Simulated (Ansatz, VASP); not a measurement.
**Two plane-wave programs on CdS**

Contents of POSCAR:

```
CdS
1.0
    0.0000000000      3.1058683214      3.1058683214
    3.1058683214      0.0000000000      3.1058683214
    3.1058683214      3.1058683214      0.0000000000
Cd S
1 1
Direct
    0.0000000000      0.0000000000      0.0000000000
    0.2500000000      0.2500000000      0.2500000000
```

INCAR.step1

```
PREC = Accurate ; ENCUT = 520
ISMEAR = 0 ; SIGMA = 0.01
LREAL = False ; LASPH = True
NELM = 60 ; NBANDS = 16
GGA = PE ; ALGO = Normal
EDIFF = 1E-4 ; LWAVE = True
LCHARG = False
```

The input INCAR.step2:

```
PREC = Accurate ; ENCUT = 520
EDIFF = 1E-6 ; ISMEAR = 0
SIGMA = 0.01 ; LREAL = False
LASPH = True ; NELM = 60
ALGO = Normal ; ISIF = 2
LWAVE = False ; LCHARG = False
METAGGA = R2SCAN ; LMIXTAU = True
NBANDS = 16 ; ISTART = 1
```

File KPOINTS:

```
Automatic mesh
0
Gamma
  8 8 8
```

Input for Ansatz:

```yaml
crystal:
  lattice:
    - [0.0, 3.1058683214, 3.1058683214]
    - [3.1058683214, 0.0, 3.1058683214]
    - [3.1058683214, 3.1058683214, 0.0]
  atoms:
    - { symbol: Cd, position: [0.0, 0.0, 0.0] }
    - { symbol: S, position: [0.25, 0.25, 0.25] }
kpoints:
  mp_grid: { grid: [8, 8, 8] }
  band_path:
    path:
      - [0.0, 0.0, 0.0]
      - [-0.5, -0.5, 0.0]
      - [-0.375, -0.375, 0.25]
      - [-0.375, 0.0, 0.375]
      - [0.0, 0.0, 0.5]
      - [-0.5, -0.25, 0.25]
    npoints: 1
hamiltonian:
  xc: r2scan
scf:
  occupations: { method: fixed }
  n_extra_bands: 4
output:
  forces: true
  stress: true
  eigenvalues: true
```

Change from the starting cell: hydrostatic strain +5.7%.

Alike in both runs: task single point; functional r2SCAN; k mesh 8 × 8 × 8; no spin polarisation.

|  | VASP | Ansatz |
| --- | --- | --- |
| version | VASP 6.6.1 | Ansatz 0.2.0 |
| potentials or method | VASP PAW PBE potentials, release 64 (Cd, S) | plane waves, PAW |
| plane-wave cutoff (eV) | 520 | 500 |
| occupations | gaussian, width 0.01 eV | fixed |
| valence electrons in the cell | 18 | 26 |

Ansatz gave:

| Quantity | Value |
| --- | --- |
| gap on the k mesh at the Fermi level (eV) | 1.14 |
| pressure (GPa) | -6.9 |

Which values does VASP return?

gap on the k mesh at the Fermi level (eV): 1.14; pressure (GPa): -6.8.

VASP's potentials were made for PBE, not for r2SCAN. VASP's potentials hold 18 valence electrons a cell and Ansatz's 26, so a difference there can come from the potentials and not from the codes.
